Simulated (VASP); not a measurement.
# Nb2Te6Mo (P-3m1) in VASP: notebook, part 2 of 2

VASP 6.6.1. The steps go on from the part before.

## (4) Relaxation of cell and atoms, PBE

Input file INCAR:

```
SYSTEM = Nb2Te6Mo
PREC = Accurate
ENCUT = 600
EDIFF = 1E-6
ISMEAR = 0
SIGMA = 0.1
LREAL = .FALSE.
LASPH = .TRUE.
NELM = 100
ALGO = Normal
ISIF = 3
LWAVE = .FALSE.
LCHARG = .FALSE.
GGA = PE
IBRION = 2
NSW = 90
EDIFFG = -0.04
```

Input file KPOINTS:

```
regular mesh
0
G
  6 6 1
  0 0 0
```

Input file POSCAR:

```
Nb2Te6Mo
1.0
    3.7237674800      0.0000000000      0.0000000000
   -1.8618837400      3.2248772400      0.0000000000
    0.0000000000      0.0000000000     21.4638403000
Nb Te Mo
2 6 1
Direct
    0.0000000000      0.0000000000      0.3333333300
    0.0000000000      0.0000000000      0.6666666700
    0.6666666700      0.3333333300      0.2485440800
    0.6666666700      0.3333333300      0.5818774100
    0.6666666700      0.3333333300      0.9152107400
    0.3333333300      0.6666666700      0.0847892600
    0.3333333300      0.6666666700      0.4181225900
    0.3333333300      0.6666666700      0.7514559200
    0.0000000000      0.0000000000      0.0000000000
```

Potentials or basis: VASP PAW PBE potentials, release 64 (Nb_sv, Te, Mo_sv).

Run with:

```
$ cat potpaw_PBE.64/Nb_sv/POTCAR potpaw_PBE.64/Te/POTCAR potpaw_PBE.64/Mo_sv/POTCAR > POTCAR
$ mpirun -np 1 vasp_std > vasp.out
```

OUTCAR:

```text
SYSTEM = Nb2Te6Mo
   PREC = Accurate
   ENCUT = 600
   EDIFF = 1E-6
   ISMEAR = 0
   LREAL = .FALSE.
   LASPH = .TRUE.
   NELM = 100
   ISIF = 3
   GGA = PE
   IBRION = 2
   NSW = 90
   EDIFFG = -0.04

 ion  position               nearest neighbor table
   1  0.000  0.000  0.333-   3 2.82   3 2.82   3 2.82   7 2.82   7 2.82   7 2.82
   2  0.000  0.000  0.667-   8 2.82   8 2.82   8 2.82   4 2.82   4 2.82   4 2.82
   3  0.667  0.333  0.249-   1 2.82   1 2.82   1 2.82
   4  0.667  0.333  0.582-   2 2.82   2 2.82   2 2.82
   5  0.667  0.333  0.915-   9 2.82   9 2.82   9 2.82
   6  0.333  0.667  0.085-   9 2.82   9 2.82   9 2.82
   7  0.333  0.667  0.418-   1 2.82   1 2.82   1 2.82
   8  0.333  0.667  0.751-   2 2.82   2 2.82   2 2.82
   9  0.000  0.000  0.000-   5 2.82   6 2.82   5 2.82   6 2.82   5 2.82   6 2.82

  LATTYP: Found a hexagonal cell.
 ALAT       =     3.7237674800
 C/A-ratio  =     5.7640119624

  Lattice vectors:
[... 646 lines left out ...]

[... ionic steps 4 to 13 ...]

--------------------------------------- Ionic step       14  -------------------------------------------

 number of electron      76.0000002 magnetization

------------------------ aborting loop because EDIFF is reached ----------------------------------------
[... 81 lines left out ...]
--------------------------------------- Ionic step       16  -------------------------------------------

 number of electron      76.0000002 magnetization

 Free energy of the ion-electron system (eV)
  ---------------------------------------------------
  ext. energy  EPLUGINS =         0.00000000
  ---------------------------------------------------
  free energy    TOTEN  =       -53.03947843 eV

  energy without entropy =      -53.00145338  energy(sigma->0) =      -53.02046591

 E-fermi :   7.2965     XC(G=0):  -9.8084

 val. band max:        7.2840722342   @ k =   0.0000   0.0000   0.0000
 cond. band min:       7.3086446700   @ k =   0.1667   0.1667   0.0000
 fundamental gap:      0.0245724358
 Fermi energy:         7.2965377617

 k-point     1 :       0.0000    0.0000    0.0000
  band No.  band energies     occupation
      1     -54.2372      2.00000
      2     -48.0771      2.00000
      3     -48.0771      2.00000
      4     -28.3167      2.00000
      5     -28.3167      2.00000
      6     -28.2862      2.00000
[... 361 lines left out ...]
  FREE ENERGIE OF THE ION-ELECTRON SYSTEM (eV)
  ---------------------------------------------------
  free  energy   TOTEN  =       -53.0394784320 eV

  energy  without entropy=      -53.0014533817  energy(sigma->0) =      -53.02046591

 reached required accuracy - stopping structural energy minimisation
```

Run time: 30 min. Hardware: 1 thread of Intel Xeon Platinum 8375C at 2.90GHz (Ice Lake), shared host; peak memory 0.5 GiB.

Results:

| Property | Result |
| --- | --- |
| Free energy | -53.0395 eV |
| Relaxed volume | 28.14 Å³/atom |
| Relaxed cell | a = 3.617 Å, b = 3.617 Å, c = 22.354 Å, α = 90.00°, β = 90.00°, γ = 120.00° |
| Space group after relaxing (to 0.1 Å) | P-3m1 (No. 164) |
| Energy gained by relaxing | 16.6 meV/atom |
| Ionic steps | 16 |
| Pressure after relaxing | 0.1 GPa |
| Largest force after relaxing | 0.035 eV/Å |
| Band gap on the k mesh | zero (bands 38 and 39 overlap by 0.73 eV) |

Forces in eV/Å, atoms in the order of the input:
```
Nb   0.000  0.000  0.029
Nb   0.000  0.000 -0.029
Te   0.000  0.000  0.003
Te   0.000  0.000  0.035
Te   0.000  0.000  0.015
Te   0.000  0.000 -0.015
Te   0.000  0.000 -0.035
Te   0.000  0.000 -0.003
Mo   0.000  0.000  0.000
```

The path:
```
step  energy change (eV)  largest force (eV/Å)  pressure (GPa)  volume (Å³)
   1              0.0000                0.5809           -2.24       257.75
   2             -0.0439                0.6394            2.60       243.05
   3             -0.0845                0.3851            0.49       248.88
   4             -0.1321                0.0994            0.24       247.89
   5             -0.1375                0.0401            0.11       247.40
   6             -0.1383                0.0581           -0.02       248.10
   7             -0.1386                0.0860           -0.25       249.20
   8             -0.1387                0.0838           -0.27       249.29
   9             -0.1393                0.0798           -0.27       249.56
  10             -0.1402                0.0723           -0.29       250.11
  11             -0.1416                0.0590           -0.29       251.19
  12             -0.1425                0.0314           -0.31       253.37
  13             -0.1449                0.0339           -0.02       252.91
  14             -0.1454                0.0616            0.19       252.60
  15             -0.1478                0.0296            0.13       252.88
  16             -0.1491                0.0351            0.05       253.28
```

Final structure:
```
CELL_PARAMETERS angstrom
3.61710 0.00000 0.00000
-1.80855 3.13250 0.00000
0.00000 0.00000 22.35359
ATOMIC_POSITIONS crystal
Nb 0.00000 0.00000 0.33330
Nb 0.00000 0.00000 0.66670
Te 0.66667 0.33333 0.24951
Te 0.66667 0.33333 0.58265
Te 0.66667 0.33333 0.91887
Te 0.33333 0.66667 0.08113
Te 0.33333 0.66667 0.41735
Te 0.33333 0.66667 0.75049
Mo 0.00000 0.00000 0.00000
```

Levels at points of the mesh, in eV from the Fermi level:
| k point | band 36 | band 37 | band 38 | band 39 | band 40 | band 41 |
| --- | --- | --- | --- | --- | --- | --- |
| (0.00, 0.00, 0.00) | 0.09 | 0.09 | 0.09 | 0.09 | 0.88 | 0.88 |
| (0.50, 0.00, 0.00) | -1.04 | -0.98 | -0.62 | -0.53 | 0.29 | 0.81 |

Caveat: spin-orbit coupling is left out, which moves the levels of the heavy elements; this functional lacks dispersion, which binds layers or chains, so the pressure and a relaxed spacing across them are unreliable.

## (5) Overview

```tsv
task	cell	cutoff (eV)	gap on the mesh (eV)	pressure (GPa)	largest force (eV/Å)
single point	a = 3.724, b = 3.724, c = 21.464 Å, angles 90.0, 90.0, 120.0°, 9 atoms, atomic positions A	520	none	-2.2	0.58
single point	a = 3.619, b = 3.619, c = 22.822 Å, angles 90.0, 90.0, 120.0°, 9 atoms, atomic positions B	520	none	-0.1	0.01
relaxation of cell and atoms	relaxed from a = 3.724, b = 3.724, c = 21.464 Å, angles 90.0, 90.0, 120.0°, 9 atoms, atomic positions A	600	none	0.1	0.04
```

Alike in all rows: level PBE; potentials or basis VASP PAW PBE potentials, release 64 (Nb_sv, Te, Mo_sv); no spin polarisation; k mesh 6 × 6 × 1; smearing gaussian 0.1 eV.

Caveats: spin-orbit coupling is left out, which moves the levels of the heavy elements; this functional lacks dispersion, which binds layers or chains, so the pressure and a relaxed spacing across them are unreliable.

Total energies depend on the potentials used, so only differences within one code and one set of settings carry meaning.

The gap in the log of VASP goes by the Fermi energy; the results here count the filled bands.